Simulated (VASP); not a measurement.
Write the native input for VASP 6.6.1 that does the following.

```yaml
Task: single point
Functional: HSE06
Potentials_or_basis: VASP PAW PBE potentials, release 64 (B, N)
Cutoff: 520 eV
k_mesh: 8 × 8 × 8
Occupations: gaussian, width 0.01 eV
Spin: no spin polarisation
Dipole_correction: no
Grid_for_exact_exchange_PRECFOCK: Normal
Further_INCAR_settings: ALGO = Normal; EDIFF = 1e-06; NBANDS = 11
Share_of_exact_exchange: 0.25
Screening_parameter: 0.2079 1/Å
```

Crystal: BN.

```
B N
1.0
     0.00000    1.74583    1.74583
     1.74583    0.00000    1.74583
     1.74583    1.74583    0.00000
B N
1 1
Direct
  0.00000 0.00000 0.00000
  0.50000 0.50000 0.50000
```

The input as run:

POSCAR

```
BN
1.0
    0.0000000000      1.7458259401      1.7458259401
    1.7458259401      0.0000000000      1.7458259401
    1.7458259401      1.7458259401      0.0000000000
B N
1 1
Direct
    0.0000000000      0.0000000000      0.0000000000
    0.5000000000      0.5000000000      0.5000000000
```

INCAR.step1

```
  ALGO = Normal
  EDIFF = 1E-5
  ENCUT = 520
  GGA = PE
  ISIF = 2
  ISMEAR = 0
  LASPH = T
  LCHARG = F
  LREAL = F
  LWAVE = T
  NBANDS = 11
  NELM = 80
  PREC = Accurate
  SIGMA = 0.01
```

INCAR.step2

```
  ALGO = Normal
  EDIFF = 1E-6
  ENCUT = 520
  GGA = PE
  HFSCREEN = 0.2079
  ISIF = 2
  ISMEAR = 0
  ISTART = 1
  LASPH = T
  LCHARG = F
  LHFCALC = T
  LREAL = F
  LWAVE = F
  NBANDS = 11
  NELM = 80
  PREC = Accurate
  PRECFOCK = Normal
  SIGMA = 0.01
```

KPOINTS

```
k-points
0
Gamma
  8 8 8
```

Potentials or basis: VASP PAW PBE potentials, release 64 (B, N).

The run is started by

```bash
$ cat potpaw_PBE.64/B/POTCAR potpaw_PBE.64/N/POTCAR > POTCAR
$ cp INCAR.step1 INCAR
$ mpirun -np 1 vasp_std > vasp.out
$ cp INCAR.step2 INCAR
$ mpirun -np 1 vasp_std > vasp.out
```

Results of the run:

```
Pressure               : -8.1 GPa
Band gap on the k mesh : 2.32 eV (least direct gap 7.24 eV)
```

Caveat: the cell stands under tension; the PAW data sets were made with another functional, which shifts forces and pressure a little.

Wall time 11 min on 1 thread of Intel(R) Xeon(R) Platinum 8259CL CPU @ 2.50GHz (Skylake/Cascade Lake), on a shared host, peak memory 0.22 GiB.
